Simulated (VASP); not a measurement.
Wanted: the native input for a VASP 6.6.1 run.

```
Task                    : single point
Functional              : PBE
Potentials or basis     : VASP PAW PBE potentials, release 64 (Tb_3, Y_sv, Pb_d), 4f in core
Cutoff                  : 400 eV
k mesh                  : 6 × 6 × 6
Occupations             : gaussian, width 0.1 eV
Spin                    : no spin polarisation
Dipole correction       : no
k mesh for the DOS      : 9 × 9 × 9
Occupations for the DOS : tetrahedron
Further INCAR settings  : ALGO = Normal; EDIFF = 1e-06
```

Tb3YPb:

```
Tb Y Pb
1.0
     5.35413    0.00000    0.00000
    -2.67706    4.63681    0.00000
     0.00000    0.00000    6.56730
Tb Y Pb
3 1 1
Direct
  0.00000 0.00000 0.92769
  0.33333 0.66667 0.37675
  0.66667 0.33333 0.64876
  0.33333 0.66667 0.89618
  0.66667 0.33333 0.15062
```

The input as run:

POSCAR

```
Tb3YPb
1.0
    5.3541277078      0.0000000000      0.0000000000
   -2.6770638539      4.6368106101      0.0000000000
    0.0000000000      0.0000000000      6.5673031296
Tb Y Pb
3 1 1
Direct
    0.0000000000      0.0000000000      0.9276949713
    0.3333333333      0.6666666667      0.3767467287
    0.6666666667      0.3333333333      0.6487581651
    0.3333333333      0.6666666667      0.8961802532
    0.6666666667      0.3333333333      0.1506198816
```

INCAR.step1

```
SYSTEM = Tb3YPb
PREC     = Accurate       ! precision mode
ENCUT    = 400            ! plane-wave cutoff, eV
EDIFF    = 1E-6           ! SCF threshold, eV
ISMEAR   = 0              ! smearing method
SIGMA    = 0.1            ! smearing width, eV
LREAL    = .False.        ! projectors in reciprocal space
LASPH    = .True.         ! aspherical terms in the spheres
NELM     = 200            ! most SCF steps
ALGO     = Normal         ! electronic algorithm
ISIF     = 2              ! what is computed and relaxed
LWAVE    = .False.        ! write WAVECAR
LCHARG   = .True.         ! write CHGCAR
LMAXMIX  = 6              ! l up to which the mixer works
GGA      = PE             ! functional
NBANDS   = 34             ! bands
GGA_COMPAT= .False.      
NEDOS    = 2001           ! points of the DOS
LORBIT   = 11             ! projections on sites
```

KPOINTS.step1

```
Automatic mesh
0
Gamma
  6 6 6
  0 0 0
```

INCAR.step2

```
SYSTEM = Tb3YPb
PREC     = Accurate       ! precision mode
ENCUT    = 400            ! plane-wave cutoff, eV
EDIFF    = 1E-6           ! SCF threshold, eV
ISMEAR   = -5             ! smearing method
SIGMA    = 0.1            ! smearing width, eV
LREAL    = .False.        ! projectors in reciprocal space
LASPH    = .True.         ! aspherical terms in the spheres
NELM     = 200            ! most SCF steps
ALGO     = Normal         ! electronic algorithm
ISIF     = 2              ! what is computed and relaxed
LWAVE    = .False.        ! write WAVECAR
LCHARG   = .False.        ! write CHGCAR
LMAXMIX  = 6              ! l up to which the mixer works
GGA      = PE             ! functional
LORBIT   = 11             ! projections on sites
NEDOS    = 1001           ! points of the DOS
ICHARG   = 11             ! starting density
GGA_COMPAT= .False.
```

KPOINTS.step2

```
Automatic mesh
0
Gamma
  9 9 9
  0 0 0
```

Potentials or basis: VASP PAW PBE potentials, release 64 (Tb_3, Y_sv, Pb_d), 4f in core.

Command:

```console
$ cat potpaw_PBE.64/Tb_3/POTCAR potpaw_PBE.64/Y_sv/POTCAR potpaw_PBE.64/Pb_d/POTCAR > POTCAR
$ cp INCAR.step1 INCAR
$ cp KPOINTS.step1 KPOINTS
$ mpirun -np 1 vasp_std > vasp.out
$ cp INCAR.step2 INCAR
$ cp KPOINTS.step2 KPOINTS
$ mpirun -np 1 vasp_std > vasp.out
```

It gave:

| Item | Value |
| --- | --- |
| Valence electrons inside the program's atomic spheres | Tb 7.86, 7.60, 7.79; Y 9.72; Pb 12.11 |

Wall time 4.3 min on 1 thread of Intel(R) Xeon(R) Platinum 8488C (Sapphire Rapids) (shared host), peak memory 0.47 GiB.
